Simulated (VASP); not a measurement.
# B12HN12 (a cell with a defect) in VASP: further runs

Runs on B12HN12 (a cell with a defect). Level: PBE+D3(BJ). Tasks: single point.

Everything below comes from runs of VASP 6.6.1. Logs are shortened: lines on timing, memory, paths and dates and some standing lists are left out, and cuts for length are marked.

**1. The cell of the first run**

The cell holds a defect, 25 atoms: a = 6.642 Å, b = 6.642 Å, c = 6.642 Å, α = 98.45°, β = 111.01°, γ = 119.63°.

**2. Single point, PBE+D3(BJ) (with an interstitial atom, then relaxed in part)**

Input file INCAR:

```
SYSTEM = B12HN12
  ALGO = Normal
  EDIFF = 1E-7
  ENCUT = 520
  GGA = PE
  ISIF = 2
  ISMEAR = 0
  IVDW = 12
  LASPH = .True.
  LCHARG = .True.
  LELF = .True.
  LREAL = Auto
  LVHAR = .True.
  LWAVE = .False.
  NBANDS = 66
  NELECT = 96.0
  NELM = 60
  PREC = Accurate
  SIGMA = 0.02
```

Input file KPOINTS:

```
Automatic mesh
0
Gamma
  2 2 2
  0.5 0.5 0.5
```

Input file POSCAR:

```
B12HN12
1.0
   -3.7615274009     -3.3394822066     -4.3376638254
    3.7615274009     -3.3394822066      4.3376638254
   -3.7615274009      3.3394822066      4.3376638254
B N H
12 12 1
Direct
    0.1678562622      0.7519001516      0.9204635909
    1.0134309665      0.0050771083      0.0065003968
    0.3415066296      0.5086880042      0.8353412804
    0.8404293349      0.2659495353      0.0936820115
    0.6667130679      0.5026248188      0.1710947982
    0.1692197826      0.2539770737      0.4201324085
    0.4996597704      0.7519612856      0.2522143699
    0.3294968675     -0.0028568847      0.3358214997
    0.9996833075      0.5026147147      0.5040841027
    0.8345201131      0.7525713671      0.5862183955
    0.6668553437      0.0051857766      0.6598137892
    0.5020311047      0.2539991422      0.7529189184
    0.1651703313      0.0830192901      0.2529377778
    1.0004714175      0.3359464228      0.3371321258
    0.3312272079      0.8327263052      0.1696654242
    0.8330197565      0.5851396021      0.4202846148
    0.6669955701      0.8355054037      0.5025407718
    0.1691144356      0.5865262734      0.7536314356
    0.4983044146      0.0830684775      0.5860188584
    0.3391728673      0.3399118609      0.6689042747
    1.0010475076      0.8354246507      0.8366755330
    0.8781522115      0.1300516455      0.9200778328
    0.6669652481      0.3359299718      1.0036348436
    0.5010808105      0.5865466658      0.0855776280
    0.0352139008      0.2875155676     -0.0793485669
```

Potentials or basis: VASP PAW PBE potentials, release 64 (B, N, H).

Launch:

```bash
> cat potpaw_PBE.64/B/POTCAR potpaw_PBE.64/N/POTCAR potpaw_PBE.64/H/POTCAR > POTCAR
> mpirun -np 1 vasp_std > vasp.out
```

OUTCAR:

```text
SYSTEM = B12HN12
   EDIFF = 1E-7
   ENCUT = 520
   GGA = PE
   ISIF = 2
   ISMEAR = 0
   IVDW = 12
   LASPH = .True.
   LREAL = Auto
   NELECT = 96.0
   NELM = 60
   PREC = Accurate
 IVDW          = 12

 ion  position               nearest neighbor table
   1  0.168  0.752  0.920-  15 1.44  18 1.45  21 1.45
   2  0.013  0.005  0.007-  13 1.42  21 1.42  22 1.53
   3  0.342  0.509  0.835-  20 1.44  18 1.45  24 1.45
   4  0.840  0.266  0.094-  23 1.42  14 1.42  22 1.53
   5  0.667  0.503  0.171-  16 1.44  24 1.45  23 1.45
   6  0.169  0.254  0.420-  20 1.44  13 1.45  14 1.45
[... 13 lines left out ...]
  20  0.339  0.340  0.669-  12 1.44   6 1.44   3 1.44
  21  0.001  0.835  0.837-   2 1.42   1 1.45  10 1.45
  22  0.878  0.130  0.920-  25 1.05   4 1.53  11 1.53   2 1.53
  23  0.667  0.336  0.004-   4 1.42   5 1.45  12 1.45
  24  0.501  0.587  0.086-   7 1.45   5 1.45   3 1.45
  25  0.035  0.288  0.921-  22 1.05

  LATTYP: Found a body centered orthorhombic cell.
 ALAT       =     6.6789644132
 B/A-ratio  =     1.1263804291
 C/A-ratio  =     1.2989031104

  Lattice vectors:

 A1 = (  -3.7615274009,   3.3394822066,  -4.3376638254)
 A2 = (   3.7615274009,  -3.3394822066,  -4.3376638254)
 A3 = (  -3.7615274009,  -3.3394822066,   4.3376638254)

Analysis of symmetry for initial positions (statically):
=====================================================================
 Subroutine PRICEL returns:
 Original cell was already a primitive cell.

 Routine SETGRP: Setting up the symmetry group for a
 body centered orthorhombic supercell.

 Subroutine GETGRP returns: Found  1 space group operations
 (whereof  1 operations were pure point group operations)
 out of a pool of  8 trial point group operations.

The static configuration has the point symmetry C_1 .

Analysis of symmetry for dynamics (positions and initial velocities):
=====================================================================
 Subroutine PRICEL returns:
 Original cell was already a primitive cell.

 Routine SETGRP: Setting up the symmetry group for a
 body centered orthorhombic supercell.

 Subroutine GETGRP returns: Found  1 space group operations
 (whereof  1 operations were pure point group operations)
 out of a pool of  8 trial point group operations.

The dynamic configuration has the point symmetry C_1 .

 Subroutine INISYM returns: Found  1 space group operations
 (whereof  1 operations are pure point group operations),
 and found     1 'primitive' translations

----------------------------------------------------------------------------------------

                                     Primitive cell

  volume of cell :     217.9512

  direct lattice vectors                    reciprocal lattice vectors
    -3.761527401 -3.339482207 -4.337663825    -0.132924726 -0.149723810  0.000000000
     3.761527401 -3.339482207  4.337663825     0.000000000 -0.149723810  0.115269422
    -3.761527401  3.339482207  4.337663825    -0.132924726  0.000000000  0.115269422

  length of vectors
     6.642029604  6.642029604  6.642029604     0.200215389  0.188955706  0.175943236

  position of ions in fractional coordinates (direct lattice)
     0.167856262  0.751900152  0.920463591
     0.013430967  0.005077108  0.006500397
     0.341506630  0.508688004  0.835341280
     0.840429335  0.265949535  0.093682012
     0.666713068  0.502624819  0.171094798
     0.169219783  0.253977074  0.420132409
[... 17 lines left out ...]
     0.501080810  0.586546666  0.085577628
     0.035213901  0.287515568  0.920651433

  ion indices of the primitive-cell ions
   primitive index   ion index
                 1           1
                 2           2
                 3           3
                 4           4
                 5           5
                 6           6
[... 17 lines left out ...]
                24          24
                25          25

----------------------------------------------------------------------------------------

 KPOINTS: Automatic mesh

Automatic generation of k-mesh.
 Grid dimensions read from file:
 generate k-points for:    2    2    2

 Generating k-lattice:

  Cartesian coordinates                     Fractional coordinates (reciprocal lattice)
    -0.066462363 -0.074861905  0.000000000     0.500000000 -0.000000000  0.000000000
     0.000000000 -0.074861905  0.057634711    -0.000000000  0.500000000  0.000000000
    -0.066462363  0.000000000  0.057634711     0.000000000  0.000000000  0.500000000

  Length of vectors
     0.100107695  0.094477853  0.087971618

  Shift w.r.t. Gamma in fractional coordinates (k-lattice)
     0.500000000  0.500000000  0.500000000

 Subroutine IBZKPT returns following result:
 ===========================================

 Found      4 irreducible k-points:

 Following reciprocal coordinates:
            Coordinates               Weight
  0.250000  0.250000  0.250000      2.000000
 -0.250000  0.250000  0.250000      2.000000
  0.250000 -0.250000  0.250000      2.000000
 -0.250000 -0.250000  0.250000      2.000000
   k-points           NKPTS =      4   k-points in BZ     NKDIM =      4   number of bands    NBANDS=     66
   number of dos      NEDOS =    301   number of ions     NIONS =     25
   total plane-waves  NPLWV = 125000
   dimension x,y,z NGX =    50 NGY =   50 NGZ =   50
   dimension x,y,z NGXF=   100 NGYF=  100 NGZF=  100
   ions per type =              12  12   1
   NGX,Y,Z   is equivalent  to a cutoff of  12.51, 12.51, 12.51 a.u.
   NGXF,Y,Z  is equivalent  to a cutoff of  25.03, 25.03, 25.03 a.u.
 SYSTEM =  B12HN12
   PREC   = accura    normal or accurate (medium, high low for compatibility)
   ISTART =      0    job   : 0-new  1-cont  2-samecut
   ICHARG =      2    charge: 1-file 2-atom 10-const
   ISPIN  =      1    spin polarized calculation?
   LNONCOLLINEAR =      F non collinear calculations
   LSORBIT =      F    spin-orbit coupling
   LASPH  =      T    aspherical Exc in radial PAW
   ENCUT  =  520.0 eV  38.22 Ry    6.18 a.u.  12.35 12.35 12.35*2*pi/ulx,y,z
   NELM   =     60;   NELMIN=  2; NELMDL= -5     # of ELM steps
   EDIFF  = 0.1E-06   stopping-criterion for ELM
   LREAL  =      T    real-space projection
   EDIFFG = 0.1E-05   stopping-criterion for IOM
   NSW    =      0    number of steps for IOM
   IBRION =     -1    ionic relax: 0-MD 1-quasi-New 2-CG
   NFREE  =      0    steps in history (QN), initial steepest desc. (CG)
   ISIF   =      2    stress and relaxation
   ISYM   =      2    0-nonsym 1-usesym 2-fastsym
   POTIM  = 0.5000    time-step for ionic-motion
   TEBEG  =    0.0;   TEEND  =   0.0 temperature during run
   PSTRESS=    0.0 pullay stress
   NELECT =      96.0000    total number of electrons
   NUPDOWN=      -1.0000    fix difference up-down
   EMIN   =  10.00;   EMAX   =-10.00  energy-range for DOS
   EFERMI =   0.00;   METHOD = LEGACY
   ISMEAR =     0;   SIGMA  =   0.02  broadening in eV -4-tet -1-fermi 0-gaus
   EFERMI_NEDOS =   21; number of points for ismear=-14 and -15
   IALGO  =     38    algorithm
   IMIX   =      4    mixing-type and parameters
     AMIX     =   0.40;   BMIX     =  1.00
     AMIX_MAG =   1.60;   BMIX_MAG =  1.00
  volume/ion in A,a.u.               =       8.72        58.83
  Fermi-wavevector in a.u.,A,eV,Ry     =   1.245601  2.353844 21.109725  1.551521
  Thomas-Fermi vector in A             =   2.379816
   LORBIT       =      0    0 simple, 1 ext, 2 COOP (PROOUT), +10 PAW based schemes
   GGA     = PE    functional components
   LHFCALC =     F    Hartree Fock is set to
   AEXX    =    0.0000 exact exchange contribution
   IVDW    =    12    specifies the selected vdW correction
   LEPSILON=     F    determine dielectric tensor
   LRPA    =     F    only Hartree local field effects (RPA)
 non-spin polarized calculation
 Gauss-broadening in eV      SIGMA  =   0.02
  energy-cutoff  :      520.00
  volume of cell :      217.95
 maximum number of plane-waves:      5886
 NGX is ok and might be reduce to    50
   NGX = 25   NGY = 25   NGZ = 25

 number of electron      96.0000001 magnetization

 Free energy of the ion-electron system (eV)
  ---------------------------------------------------
  ext. energy  EPLUGINS =         0.00000000
  ---------------------------------------------------
  free energy    TOTEN  =      -217.38848999 eV

  energy without entropy =     -217.38848999  energy(sigma->0) =     -217.38848999

 E-fermi :   2.5087     XC(G=0): -10.0242

 val. band max:        2.3328761980   @ k =  -0.2500  -0.2500   0.2500
 cond. band min:       6.2226030034   @ k =   0.2500  -0.2500   0.2500
 fundamental gap:      3.8897268053
 Fermi energy:         2.5086646856

 k-point     1 :       0.2500    0.2500    0.2500
  band No.  band energies     occupation
      1     -15.6575      2.00000
      2     -14.6253      2.00000
      3     -14.5750      2.00000
      4     -14.5647      2.00000
      5     -13.4628      2.00000
      6     -12.6642      2.00000
[... 52 lines left out ...]
     59      10.5727      0.00000
     60      10.5991      0.00000

 k-point     2 :      -0.2500    0.2500    0.2500
  band No.  band energies     occupation
      1     -15.7553      2.00000
      2     -14.9281      2.00000
      3     -14.2746      2.00000
      4     -13.6944      2.00000
      5     -13.4813      2.00000
      6     -13.4605      2.00000
[... 52 lines left out ...]
     59      10.0962      0.00000
     60      10.1257      0.00000

 k-point     3 :       0.2500   -0.2500    0.2500
  band No.  band energies     occupation
      1     -15.7089      2.00000
      2     -14.8642      2.00000
      3     -14.3120      2.00000
      4     -13.9235      2.00000
      5     -13.7711      2.00000
      6     -13.6748      2.00000
[... 52 lines left out ...]
     59      10.2997      0.00000
     60      10.8341      0.00000

 k-point     4 :      -0.2500   -0.2500    0.2500
  band No.  band energies     occupation
      1     -15.7908      2.00000
      2     -14.7477      2.00000
      3     -14.1615      2.00000
      4     -13.9282      2.00000
      5     -13.8282      2.00000
      6     -13.2641      2.00000
[... 52 lines left out ...]
     59      10.4709      0.00000
     60      10.5116      0.00000
 [bands above 60 left out]

------------------------ aborting loop because EDIFF is reached ----------------------------------------

 Edisp (eV)   -3.48932

 E8    (eV) :    -1.0150

  FORCE on cell =-STRESS in cart. coord.  units (eV):
  Direction    XX          YY          ZZ          XY          YZ          ZX
  --------------------------------------------------------------------------------------
  -------------------------------------------------------------------------------------
  Total      -4.31704    -8.05326    -4.02361    -0.00129     0.09437    -0.00310
  in kB     -31.73490   -59.20019   -29.57790    -0.00948     0.69371    -0.02283
  external pressure =      -40.17 kB  Pullay stress =        0.00 kB

 VOLUME and BASIS-vectors are now :
 -----------------------------------------------------------------------------
  energy-cutoff  :      520.00
  volume of cell :      217.95
      direct lattice vectors                 reciprocal lattice vectors
    -3.761527401 -3.339482207 -4.337663825    -0.132924726 -0.149723810  0.000000000
     3.761527401 -3.339482207  4.337663825     0.000000000 -0.149723810  0.115269422
    -3.761527401  3.339482207  4.337663825    -0.132924726  0.000000000  0.115269422

 POSITION                                       TOTAL-FORCE (eV/Angst)
 -----------------------------------------------------------------------------------
     -1.26545      0.00236      6.52605         0.002847      0.002554     -0.003047
     -0.05587     -0.04010     -0.00804        -0.016818      0.005842     -0.008598
     -2.51330     -0.04960      4.34861        -0.000491     -0.007951      0.008107
     -2.51331     -3.38188     -2.08554        -0.000298      0.002231      0.016841
     -1.26080     -3.33362      0.03039         0.003424      0.003831      0.001323
     -1.26152     -0.01023      2.19004         0.005283      0.000313     -0.004052
[... 17 lines left out ...]
     -0.00042     -3.34633      0.74193         0.009343     -0.000136     -0.001857
     -2.51402      1.99675      5.08788         0.000494     -0.028114      0.003909
 -----------------------------------------------------------------------------------
    total drift:                               -0.000642      0.001664      0.001396

  FREE ENERGIE OF THE ION-ELECTRON SYSTEM (eV)
  ---------------------------------------------------
  free  energy   TOTEN  =      -220.8778062264 eV

  energy  without entropy=     -220.8778062264  energy(sigma->0) =     -220.87780623
```

Run time: 3.2 min. Hardware: 1 thread of AMD EPYC 7R43 (Zen 3), shared host; peak memory 0.31 GiB.

Results:

```
Free energy                : -220.8778 eV
Largest force              : 0.028 eV/Å
Dispersion energy per atom : -0.140 eV
```

Forces on the atoms (eV/Å):
```
B    0.003  0.003 -0.003
B   -0.017  0.006 -0.009
B    0.000 -0.008  0.008
B    0.000  0.002  0.017
B    0.003  0.004  0.001
B    0.005  0.000 -0.004
B   -0.002  0.004 -0.004
B    0.001  0.001  0.006
B   -0.003  0.004  0.001
B    0.000  0.000  0.006
B    0.016  0.010 -0.009
B   -0.006  0.001 -0.003
N    0.003 -0.001  0.000
N   -0.003  0.003  0.002
N    0.000 -0.001 -0.008
N   -0.001 -0.002  0.001
N   -0.002  0.000  0.002
N   -0.009 -0.001 -0.002
N   -0.002 -0.002  0.000
N    0.000  0.007  0.003
N    0.001  0.000  0.001
N   -0.001 -0.003 -0.010
N    0.003  0.002  0.002
N    0.009  0.000 -0.002
H    0.000 -0.028  0.004
```

Levels at points of the mesh, in eV from the Fermi level:
| k point | band 44 | band 45 | band 46 | band 47 | band 48 | band 49 | band 50 | band 51 | band 52 | band 53 |
| --- | --- | --- | --- | --- | --- | --- | --- | --- | --- | --- |
| (0.25, 0.25, 0.25) | -1.70 | -1.47 | -1.18 | -1.14 | -1.12 | 4.10 | 4.86 | 4.94 | 5.12 | 5.49 |

Caveat: the k points lie up to 0.59 Å⁻¹ apart; the cell carries a net charge on a neutralising background, which shifts energy and pressure; the cell differs from its parent crystal (with an interstitial atom, then relaxed in part); the cell is charged against a uniform background, so pressure and absolute levels hang on convention.

[end of part 1 of 2]
